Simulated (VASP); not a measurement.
# Pd (Fd-3m) in VASP: further runs, part 2 of 2

VASP 6.6.1. The steps go on from the part before.

## Step 4: Single point, RPBE, collinear spin, ferromagnetic start (volume scaled by 0.96)

Contents of INCAR:

```
SYSTEM = Pd
ALGO = Normal ; EDIFF = 1E-7
ENCUT = 520 ; GGA = RP
ISIF = 2 ; ISMEAR = -1
ISPIN = 2 ; LASPH = .TRUE.
LCHARG = .TRUE. ; LELF = .TRUE.
LMAXMIX = 4 ; LORBIT = 11
LREAL = .FALSE. ; LVHAR = .TRUE.
LWAVE = .FALSE. ; MAGMOM = 0.447 0.447
NBANDS = 21 ; NELM = 150
PREC = Accurate ; SIGMA = 0.05
```

Contents of KPOINTS:

```
k-points
0
G
  10 10 10
  0 0 0
```

Contents of POSCAR:

```
Pd
1.0
    0.0000000000      2.9079782296      2.9079782296
    2.9079782296      0.0000000000      2.9079782296
    2.9079782296      2.9079782296      0.0000000000
Pd
2
Direct
    0.1250000000      0.1250000000      0.1250000000
    0.8750000000      0.8750000000      0.8750000000
```

Potentials or basis: VASP PAW PBE potentials, release 64 (Pd).

Command:

```bash
cat potpaw_PBE.64/Pd/POTCAR > POTCAR
mpirun -np 1 vasp_std > vasp.out
```

OUTCAR:

```text
SYSTEM = Pd
   EDIFF = 1E-7
   ENCUT = 520
   GGA = RP
   ISIF = 2
   ISMEAR = -1
   ISPIN = 2
   LASPH = .TRUE.
   LORBIT = 11
   LREAL = .FALSE.
   NELM = 150
   PREC = Accurate

 ion  position               nearest neighbor table
   1  0.125  0.125  0.125-   2 2.52   2 2.52   2 2.52   2 2.52
   2  0.875  0.875  0.875-   1 2.52   1 2.52   1 2.52   1 2.52

  LATTYP: Found a face centered cubic cell.
 ALAT       =     5.8159564592

  Lattice vectors:

 A1 = (   0.0000000000,   2.9079782296,   2.9079782296)
 A2 = (   2.9079782296,   0.0000000000,   2.9079782296)
 A3 = (   2.9079782296,   2.9079782296,   0.0000000000)

Analysis of symmetry for initial positions (statically):
=====================================================================
 Subroutine PRICEL returns:
 Original cell was already a primitive cell.

 Routine SETGRP: Setting up the symmetry group for a
 face centered cubic supercell.

 Subroutine GETGRP returns: Found 48 space group operations
 (whereof 12 operations were pure point group operations)
 out of a pool of 48 trial point group operations.

The static configuration has the point symmetry D_3d.
 The point group associated with its full space group is O_h .

Analysis of symmetry for dynamics (positions and initial velocities):
=====================================================================
 Subroutine PRICEL returns:
 Original cell was already a primitive cell.

 Routine SETGRP: Setting up the symmetry group for a
 face centered cubic supercell.

 Subroutine GETGRP returns: Found 48 space group operations
 (whereof 12 operations were pure point group operations)
 out of a pool of 48 trial point group operations.

The dynamic configuration has the point symmetry D_3d.
 The point group associated with its full space group is O_h .

Analysis of structural, dynamic, and magnetic symmetry:
=====================================================================
 Subroutine PRICEL returns:
 Original cell was already a primitive cell.

 Routine SETGRP: Setting up the symmetry group for a
 face centered cubic supercell.

 Subroutine GETGRP returns: Found 48 space group operations
[... 147 lines left out ...]
  free energy    TOTEN  =        -7.24249806 eV

  energy without entropy =       -7.20643195  energy(sigma->0) =       -7.22446500

 E-fermi :   4.0735     XC(G=0):  -9.7124

 val. band max:        4.0721664326   @ k =  -0.4000   0.3000   0.1000
 cond. band min:       4.0780951723   @ k =   0.5000   0.4000   0.0000
 fundamental gap:      0.0059287397
 Fermi energy:         4.0734829250

 spin component 1

 k-point     1 :       0.0000    0.0000    0.0000
  band No.  band energies     occupation
      1      -0.3802      1.00000
      2       0.6281      1.00000
      3       0.6281      1.00000
      4       0.7331      1.00000
      5       0.7331      1.00000
      6       0.7331      1.00000
[... 565 lines left out ...]
     20      22.7169      0.00000
     21      23.8316      0.00000

 [... further k-points ...]

 spin component 2

 k-point     1 :       0.0000    0.0000    0.0000
  band No.  band energies     occupation
      1      -0.3489      1.00000
      2       0.8949      1.00000
      3       0.8949      1.00000
      4       1.0324      1.00000
      5       1.0324      1.00000
      6       1.0324      1.00000
[... 565 lines left out ...]
     20      22.7434      0.00000
     21      23.8882      0.00000

 [... further k-points ...]

------------------------ aborting loop because EDIFF is reached ----------------------------------------

  FORCE on cell =-STRESS in cart. coord.  units (eV):
  Direction    XX          YY          ZZ          XY          YZ          ZX
  --------------------------------------------------------------------------------------
  -------------------------------------------------------------------------------------
  Total        0.6892373      0.6892373      0.6892373     -0.0000000      0.0000000      0.0000000
  in kB       22.4530803     22.4530803     22.4530803     -0.0000000      0.0000000      0.0000000
  external PRESSURE =      22.4530803 kB  Pullay stress =       0.0000000 kB

 VOLUME and BASIS-vectors are now :
 -----------------------------------------------------------------------------
  energy-cutoff  :      520.00
  volume of cell :       49.18
      direct lattice vectors                 reciprocal lattice vectors
     0.000000000  2.907978230  2.907978230    -0.171940765  0.171940765  0.171940765
     2.907978230  0.000000000  2.907978230     0.171940765 -0.171940765  0.171940765
     2.907978230  2.907978230  0.000000000     0.171940765  0.171940765 -0.171940765

 POSITION                                       TOTAL-FORCE (eV/Angst)
 -----------------------------------------------------------------------------------
      0.72699      0.72699      0.72699        -0.000000     -0.000000     -0.000000
      5.08896      5.08896      5.08896         0.000000      0.000000      0.000000
 -----------------------------------------------------------------------------------
    total drift:                                0.000000      0.000000     -0.000000

  FREE ENERGIE OF THE ION-ELECTRON SYSTEM (eV)
  ---------------------------------------------------
  free  energy   TOTEN  =        -7.2424980582 eV

  energy  without entropy=       -7.2064319494  energy(sigma->0) =       -7.22446500

 total charge

# of ion       s       p       d       tot
------------------------------------------
    1        0.492   0.284   8.528   9.305
    2        0.492   0.284   8.528   9.305
--------------------------------------------------
tot          0.985   0.569  17.056  18.610

 magnetization (x)

# of ion       s       p       d       tot
------------------------------------------
    1       -0.007  -0.003   0.460   0.450
    2       -0.007  -0.003   0.460   0.450
--------------------------------------------------
tot         -0.014  -0.006   0.920   0.900
```

OSZICAR:

```text
N       E                     dE             d eps       ncg     rms          rms(c)
DAV:   1     0.105285467990E+03    0.10529E+03   -0.91950E+03  3948   0.847E+02
DAV:   2    -0.504080130181E+01   -0.11033E+03   -0.10126E+03  4388   0.198E+02
DAV:   3    -0.730036905159E+01   -0.22596E+01   -0.22406E+01  4684   0.303E+01
DAV:   4    -0.732240599294E+01   -0.22037E-01   -0.22034E-01  4669   0.287E+00
DAV:   5    -0.732294520932E+01   -0.53922E-03   -0.53921E-03  4663   0.509E-01    0.635E+00
DAV:   6    -0.725022960789E+01    0.72716E-01   -0.33449E-01  4324   0.430E+00    0.386E+00
DAV:   7    -0.724382613385E+01    0.64035E-02   -0.14163E-02  4281   0.830E-01    0.214E+00
DAV:   8    -0.724223638716E+01    0.15897E-02   -0.44710E-03  4414   0.484E-01    0.518E-01
DAV:   9    -0.724237913919E+01   -0.14275E-03   -0.14883E-04  5020   0.692E-02    0.614E-02
DAV:  10    -0.724247803806E+01   -0.98899E-04   -0.12173E-04  4254   0.609E-02    0.264E-02
DAV:  11    -0.724249071474E+01   -0.12677E-04   -0.87422E-06  4512   0.184E-02    0.132E-02
DAV:  12    -0.724249745399E+01   -0.67392E-05   -0.73990E-06  4244   0.158E-02    0.346E-03
DAV:  13    -0.724249776279E+01   -0.30880E-06   -0.31541E-07  4495   0.392E-03    0.181E-03
DAV:  14    -0.724249803183E+01   -0.26904E-06   -0.26817E-07  4026   0.274E-03    0.133E-03
DAV:  15    -0.724249805821E+01   -0.26382E-07   -0.40789E-08  3643   0.113E-03
   1 F= -.72424981E+01 E0= -.72244650E+01  d E =-.360661E-01  mag=     0.9121
```

Wall time 36 s (1 thread of Intel Xeon 6975P-C (Granite Rapids), shared host); peak memory 0.24 GiB.

What came out:

- Free energy: -7.2425 eV
- Pressure: 2.2 GPa
- Net moment: 0.91 μB per cell
- Site moments: Pd +0.45 μB
- Valence electrons inside the program's atomic spheres: Pd 9.30

Caveat: the cell differs from its parent crystal (volume scaled by 0.96); the PAW data sets were made with another functional, which shifts forces and pressure a little.

## Step 5: Single point, RPBE, collinear spin, ferromagnetic start

This run uses another cell than the first one, of 25.62 Å³/atom, 1.136 times its volume.

Contents of INCAR:

```
SYSTEM = Pd
PREC     = Accurate       ! precision mode
ENCUT    = 520            ! plane-wave cutoff, eV
EDIFF    = 1E-6           ! SCF threshold, eV
ISMEAR   = -1             ! smearing method
SIGMA    = 0.05           ! smearing width, eV
LREAL    = .FALSE.        ! projectors in reciprocal space
LASPH    = .TRUE.         ! aspherical terms in the spheres
NELM     = 150            ! most SCF steps
ALGO     = Normal         ! electronic algorithm
ISIF     = 2              ! what is computed and relaxed
LWAVE    = .FALSE.        ! write WAVECAR
LCHARG   = .FALSE.        ! write CHGCAR
ISPIN    = 2              ! spin polarisation
MAGMOM   = 0.5 0.5        ! initial moments
LORBIT   = 11             ! projections on sites
LMAXMIX  = 4              ! l up to which the mixer works
GGA      = RP             ! functional
NBANDS   = 21             ! bands
```

Contents of KPOINTS:

```
regular mesh
0
G
  10 10 10
  0 0 0
```

Contents of POSCAR:

```
Pd
1.0
    0.0000000000      2.9478184985      2.9478184985
    2.9478184985      0.0000000000      2.9478184985
    2.9478184985      2.9478184985      0.0000000000
Pd
2
Direct
    0.1250000000      0.1250000000      0.1250000000
    0.8750000000      0.8750000000      0.8750000000
```

Command:

```bash
cat potpaw_PBE.64/Pd/POTCAR > POTCAR
mpirun -np 1 vasp_std > vasp.out
```

Wall time 30 s (1 thread of Intel Xeon 6975P-C (Granite Rapids), shared host); peak memory 0.23 GiB.

It converged, with:

```
Free energy                                           : -7.2553 eV
Pressure                                              : -0.2 GPa
Net moment                                            : 0.90 μB per cell
Site moments                                          : Pd +0.45 μB
Valence electrons inside the program's atomic spheres : Pd 9.26
```

Levels at points of the mesh, in eV from the Fermi level:
Spin up:
| k point | band 8 | band 9 | band 10 | band 11 | band 12 | band 13 | band 14 | band 15 |
| --- | --- | --- | --- | --- | --- | --- | --- | --- |
| (0.00, 0.00, 0.00) | -1.44 | -1.44 | -0.40 | -0.40 | 11.15 | 11.15 | 11.15 | 11.64 |
| (0.50, 0.00, 0.00) | -1.15 | -0.56 | -0.56 | 0.15 | 1.06 | 8.18 | 8.18 | 10.47 |
| (0.50, 0.50, 0.00) | -1.87 | -0.40 | -0.40 | 1.78 | 1.78 | 4.77 | 4.77 | 9.13 |
Spin down:
```csv
k point,band 7,band 8,band 9,band 10,band 11,band 12,band 13,band 14
"(0.00, 0.00, 0.00)",-1.10,-1.10,-1.10,-0.07,-0.07,11.22,11.22,11.22
"(0.50, 0.00, 0.00)",-0.85,-0.85,-0.19,-0.19,0.17,1.32,8.25,8.25
"(0.50, 0.50, 0.00)",-1.57,-1.57,-0.02,-0.02,1.95,1.95,4.79,4.79
```

Caveat: the PAW data sets were made with another functional, which shifts forces and pressure a little.

## Step 6: Single point, RPBE, collinear spin, ferromagnetic start

This run uses another cell than the first one, of 25.62 Å³/atom, 1.136 times its volume.

Contents of INCAR:

```
PREC = Accurate
ENCUT = 520
EDIFF = 1E-6
ISMEAR = -1
SIGMA = 0.05
LREAL = False
LASPH = True
NELM = 150
ALGO = Normal
ISIF = 2
LWAVE = False
LCHARG = False
ISPIN = 2
MAGMOM = 0.447 0.447
LORBIT = 11
LMAXMIX = 4
GGA = RP
NBANDS = 21
```

Contents of KPOINTS:

```
Automatic mesh
0
Gamma
  10 10 10
```

POSCAR is that of step 5.

Potentials or basis: VASP PAW PBE potentials, release 64 (Pd).

Command:

```bash
cat potpaw_PBE.64/Pd/POTCAR > POTCAR
mpirun -np 1 vasp_std > vasp.out
```

Wall time 29 s (1 thread of Intel Xeon 6975P-C (Granite Rapids), shared host); peak memory 0.24 GiB.

It converged, with:

- Free energy: -7.2553 eV
- Pressure: -0.2 GPa
- Net moment: 0.90 μB per cell
- Site moments: Pd +0.45 μB
- Valence electrons inside the program's atomic spheres: Pd 9.26

Levels at points of the mesh, in eV from the Fermi level:
Spin up:
```tsv
k point	band 9	band 10	band 11	band 12	band 13	band 14
(0.00, 0.00, 0.00)	-1.44	-0.40	-0.40	11.15	11.15	11.15
(0.50, 0.00, 0.00)	-0.56	-0.56	0.15	1.06	8.18	8.18
(0.50, 0.50, 0.00)	-0.40	-0.40	1.78	1.78	4.77	4.77
```
Spin down:
```csv
k point,band 7,band 8,band 9,band 10,band 11,band 12,band 13,band 14
"(0.00, 0.00, 0.00)",-1.10,-1.10,-1.10,-0.07,-0.07,11.22,11.22,11.22
"(0.50, 0.00, 0.00)",-0.85,-0.85,-0.19,-0.19,0.17,1.32,8.25,8.25
"(0.50, 0.50, 0.00)",-1.57,-1.57,-0.02,-0.02,1.95,1.95,4.79,4.79
```

Caveat: the PAW data sets were made with another functional, which shifts forces and pressure a little.

## Step 7: The runs side by side

| cell | gap on the mesh (eV) | pressure (GPa) | moment (μB) |
| --- | --- | --- | --- |
| a = 3.995 Å, angles 60.0°, 2 atoms | none | 9.5 | 0.95 |
| a = 4.055 Å, angles 60.0°, 2 atoms | none | 5.4 | 0.94 |
| a = 4.113 Å, angles 60.0°, 2 atoms | none | 2.2 | 0.91 |
| a = 4.169 Å, angles 60.0°, 2 atoms | none | -0.2 | 0.90 |

Alike in all rows: task single point; level RPBE; potentials or basis VASP PAW PBE potentials, release 64 (Pd); spin collinear, ferromagnetic start; k mesh 10 × 10 × 10; cutoff (eV) 520; smearing fermi-dirac 0.05 eV.

Caveats: the PAW data sets were made with another functional, which shifts forces and pressure a little.

Absolute energies hang on the potentials; compare differences alone.
